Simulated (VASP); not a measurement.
# Pt (P6_3/mmc) in VASP: notebook

The runs below take Pt through single point, with LDA.

Program: VASP 6.6.1. These are calculated values, not measurements. Logs are shortened: lines on timing, memory, paths and dates and some standing lists are left out, and cuts for length are marked.

**1. The cell of the first run**

Symmetry: P6_3/mmc, No. 194, hexagonal system. The conventional cell has a = 2.405 Å, b = 2.405 Å, c = 4.036 Å, α = 90.00°, β = 90.00°, γ = 120.00°. Within 3.2 Å of Pt (site symmetry -6m2) lie 12 Pt at 2.40 to 2.45 Å.

**2. Single point, LDA (volume scaled by 0.68)**

File INCAR:

```
  ALGO = Normal
  EDIFF = 1E-6
  ENCUT = 520
  ISIF = 2
  ISMEAR = -1
  LASPH = True
  LCHARG = False
  LREAL = False
  LWAVE = False
  NBANDS = 17
  NELM = 80
  PREC = Accurate
  SIGMA = 0.08
```

File KPOINTS:

```
k-points
0
Gamma
  16 16 9
```

File POSCAR:

```
Pt
1.0
    2.4045094753      0.0000000000      0.0000000000
   -1.2022547376      2.0823662892      0.0000000000
    0.0000000000      0.0000000000      4.0361397156
Pt
2
Direct
    0.3333333333      0.6666666667      0.2500000000
    0.6666666667      0.3333333333      0.7500000000
```

Potentials or basis: VASP PAW LDA potentials, release 64 (Pt).

Started as:

```sh
$ cat potpaw_LDA.64/Pt/POTCAR > POTCAR
$ mpirun -np 1 vasp_std > vasp.out
```

OUTCAR:

```text
EDIFF = 1E-6
   ENCUT = 520
   ISIF = 2
   ISMEAR = -1
   LASPH = True
   LREAL = False
   NELM = 80
   PREC = Accurate

 ion  position               nearest neighbor table
   1  0.333  0.667  0.250-   2 2.45   2 2.45   2 2.45   2 2.45   2 2.45   2 2.45   2 3.43   2 3.43
                             2 3.43   2 3.43   2 3.43   2 3.43
   2  0.667  0.333  0.750-   1 2.45   1 2.45   1 2.45   1 2.45   1 2.45   1 2.45   1 3.43   1 3.43
                             1 3.43   1 3.43   1 3.43   1 3.43

  LATTYP: Found a hexagonal cell.
 ALAT       =     2.4045094753
 C/A-ratio  =     1.6785709339

  Lattice vectors:

 A1 = (   2.4045094753,   0.0000000000,   0.0000000000)
 A2 = (  -1.2022547376,   2.0823662892,   0.0000000000)
 A3 = (   0.0000000000,   0.0000000000,   4.0361397156)

Analysis of symmetry for initial positions (statically):
=====================================================================
 Subroutine PRICEL returns:
 Original cell was already a primitive cell.

 Routine SETGRP: Setting up the symmetry group for a
 hexagonal supercell.

 Subroutine GETGRP returns: Found 24 space group operations
 (whereof 12 operations were pure point group operations)
 out of a pool of 24 trial point group operations.

The static configuration has the point symmetry D_3d.
 The point group associated with its full space group is D_6h.

Analysis of symmetry for dynamics (positions and initial velocities):
=====================================================================
 Subroutine PRICEL returns:
 Original cell was already a primitive cell.

 Routine SETGRP: Setting up the symmetry group for a
 hexagonal supercell.

 Subroutine GETGRP returns: Found 24 space group operations
 (whereof 12 operations were pure point group operations)
 out of a pool of 24 trial point group operations.

The dynamic configuration has the point symmetry D_3d.
 The point group associated with its full space group is D_6h.

 Subroutine INISYM returns: Found 24 space group operations
 (whereof 12 operations are pure point group operations),
 and found     1 'primitive' translations

----------------------------------------------------------------------------------------

                                     Primitive cell

  volume of cell :      20.2092

  direct lattice vectors                    reciprocal lattice vectors
[... 78 lines left out ...]
   PREC   = accura    normal or accurate (medium, high low for compatibility)
   ISTART =      0    job   : 0-new  1-cont  2-samecut
   ICHARG =      2    charge: 1-file 2-atom 10-const
   ISPIN  =      1    spin polarized calculation?
   LNONCOLLINEAR =      F non collinear calculations
   LSORBIT =      F    spin-orbit coupling
   LASPH  =      T    aspherical Exc in radial PAW
   ENCUT  =  520.0 eV  38.22 Ry    6.18 a.u.   4.47  4.47  7.50*2*pi/ulx,y,z
   NELM   =     80;   NELMIN=  2; NELMDL= -5     # of ELM steps
   EDIFF  = 0.1E-05   stopping-criterion for ELM
   LREAL  =      F    real-space projection
   EDIFFG = 0.1E-04   stopping-criterion for IOM
   NSW    =      0    number of steps for IOM
   IBRION =     -1    ionic relax: 0-MD 1-quasi-New 2-CG
   NFREE  =      0    steps in history (QN), initial steepest desc. (CG)
   ISIF   =      2    stress and relaxation
   ISYM   =      2    0-nonsym 1-usesym 2-fastsym
   POTIM  = 0.5000    time-step for ionic-motion
   TEBEG  =    0.0;   TEEND  =   0.0 temperature during run
   PSTRESS=    0.0 pullay stress
   NELECT =      20.0000    total number of electrons
   NUPDOWN=      -1.0000    fix difference up-down
   EMIN   =  10.00;   EMAX   =-10.00  energy-range for DOS
   EFERMI =   0.00;   METHOD = LEGACY
   ISMEAR =    -1;   SIGMA  =   0.08  broadening in eV -4-tet -1-fermi 0-gaus
   EFERMI_NEDOS =   21; number of points for ismear=-14 and -15
   IALGO  =     38    algorithm
   IMIX   =      4    mixing-type and parameters
     AMIX     =   0.40;   BMIX     =  1.00
     AMIX_MAG =   1.60;   BMIX_MAG =  1.00
  volume/ion in A,a.u.               =      10.10        68.19
  Fermi-wavevector in a.u.,A,eV,Ry     =   1.631429  3.082954 36.212738  2.661561
  Thomas-Fermi vector in A             =   2.723567
   LORBIT       =      0    0 simple, 1 ext, 2 COOP (PROOUT), +10 PAW based schemes
   GGA     = CA    functional components
   LHFCALC =     F    Hartree Fock is set to
   AEXX    =    0.0000 exact exchange contribution
   IVDW    =     0    specifies the selected vdW correction
   LEPSILON=     F    determine dielectric tensor
   LRPA    =     F    only Hartree local field effects (RPA)
 non-spin polarized calculation
  energy-cutoff  :      520.00
  volume of cell :       20.21
 maximum number of plane-waves:       567
 NGX is ok and might be reduce to    18
   NGX =  9   NGY =  9   NGZ = 15

 number of electron      19.9999997 magnetization

 Free energy of the ion-electron system (eV)
  ---------------------------------------------------
  ext. energy  EPLUGINS =         0.00000000
  ---------------------------------------------------
  free energy    TOTEN  =        -8.46563923 eV

  energy without entropy =       -8.42538579  energy(sigma->0) =       -8.44551251

 E-fermi :  20.8650     XC(G=0): -16.1019

 val. band max:       20.8603515881   @ k =   0.4375   0.0625   0.4444
 cond. band min:      20.8680770007   @ k =   0.1250   0.1250   0.4444
 fundamental gap:      0.0077254126
 Fermi energy:        20.8649544223

 k-point     1 :       0.0000    0.0000    0.0000
  band No.  band energies     occupation
      1       5.3867      2.00000
      2       8.0703      2.00000
      3      13.2410      2.00000
      4      13.8319      2.00000
      5      13.8319      2.00000
      6      14.7422      2.00000
[... 457 lines left out ...]
      4      11.9736      2.00000
      5      13.1619      2.00000
      6      14.3839      2.00000
[... 9 lines left out ...]
     16      36.3583      0.00000
     17      40.3518      0.00000

 [... further k-points ...]
[... 5 lines left out ...]
  --------------------------------------------------------------------------------------
  -------------------------------------------------------------------------------------
  Total       40.1639218     40.1639218     40.1194863      0.0000000     -0.0000000      0.0000000
  in kB     3184.1746951   3184.1746949   3180.6518721      0.0000001     -0.0000000      0.0000000
  external PRESSURE =    3183.0004207 kB  Pullay stress =       0.0000000 kB

 VOLUME and BASIS-vectors are now :
 -----------------------------------------------------------------------------
  energy-cutoff  :      520.00
  volume of cell :       20.21
      direct lattice vectors                 reciprocal lattice vectors
     2.404509475  0.000000000  0.000000000     0.415885240  0.240111455  0.000000000
    -1.202254738  2.082366289  0.000000000     0.000000000  0.480222910  0.000000000
     0.000000000  0.000000000  4.036139716     0.000000000  0.000000000  0.247761493

 POSITION                                       TOTAL-FORCE (eV/Angst)
 -----------------------------------------------------------------------------------
     -0.00000      1.38824      1.00903         0.000000      0.000000      0.000000
      1.20225      0.69412      3.02710        -0.000000     -0.000000      0.000000
 -----------------------------------------------------------------------------------
    total drift:                               -0.000000      0.000000     -0.000000

  FREE ENERGIE OF THE ION-ELECTRON SYSTEM (eV)
  ---------------------------------------------------
  free  energy   TOTEN  =        -8.4656392319 eV

  energy  without entropy=       -8.4253857917  energy(sigma->0) =       -8.44551251
```

It took 27 s on 1 thread of Intel Xeon 6975P-C (Granite Rapids), shared host; peak memory 0.15 GiB.

Results:

```
Free energy            : -8.4656 eV
Pressure               : 318.3 GPa
Band gap on the k mesh : zero (band 10 reaches 21.86 eV, above the bottom of band 11 at 19.26 eV)
```

Stress tensor (GPa, compression positive):
```
318.42   0.00   0.00
  0.00 318.42   0.00
  0.00   0.00 318.07
```

Caveat: the cell differs from its parent crystal (volume scaled by 0.68); spin-orbit coupling is left out, which moves the levels of the heavy elements.

**3. Single point, LDA**

This run uses another cell than the first one, of 11.29 Å³/atom, 1.118 times its volume.

File INCAR:

```
SYSTEM = Pt
  PREC = Accurate
  ENCUT = 520
  EDIFF = 1E-7
  ISMEAR = -1
  SIGMA = 0.08
  LREAL = .False.
  LASPH = .True.
  NELM = 80
  ALGO = Normal
  ISIF = 2
  LWAVE = .False.
  LCHARG = .False.
  NBANDS = 17
```

File KPOINTS:

```
regular mesh
0
Gamma
  16 16 9
  0 0 0
```

File POSCAR:

```
Pt
1.0
    2.4926295782      0.0000000000      0.0000000000
   -1.2463147891      2.1586805369      0.0000000000
    0.0000000000      0.0000000000      4.1976707225
Pt
2
Direct
    0.3333333333      0.6666666667      0.2500000000
    0.6666666667      0.3333333333      0.7500000000
```

Potentials or basis: VASP PAW LDA potentials, release 64 (Pt).

Started as:

```sh
$ cat potpaw_LDA.64/Pt/POTCAR > POTCAR
$ mpirun -np 1 vasp_std > vasp.out
```

It took 30 s on 1 thread of Intel Xeon 6975P-C (Granite Rapids), shared host; peak memory 0.15 GiB.

The run converged. Its results:

| Item | Value |
| --- | --- |
| Free energy | -12.0064 eV |
| Pressure | 171.5 GPa |
| Band gap on the k mesh | zero (band 10 reaches 18.55 eV, above the bottom of band 11 at 16.41 eV) |

Stress tensor (GPa, compression positive):
```
171.64   0.00   0.00
  0.00 171.64   0.00
  0.00   0.00 171.14
```

Levels at points of the mesh, in eV from the Fermi level:
```csv
k point,band 7,band 8,band 9,band 10,band 11,band 12,band 13,band 14
"(0.00, 0.00, 0.00)",-5.16,-3.52,-3.52,-1.97,-0.47,-0.47,7.82,13.61
"(0.50, 0.00, 0.00)",-4.69,0.25,0.36,0.81,3.13,5.04,9.24,11.05
```

Caveat: spin-orbit coupling is left out, which moves the levels of the heavy elements.
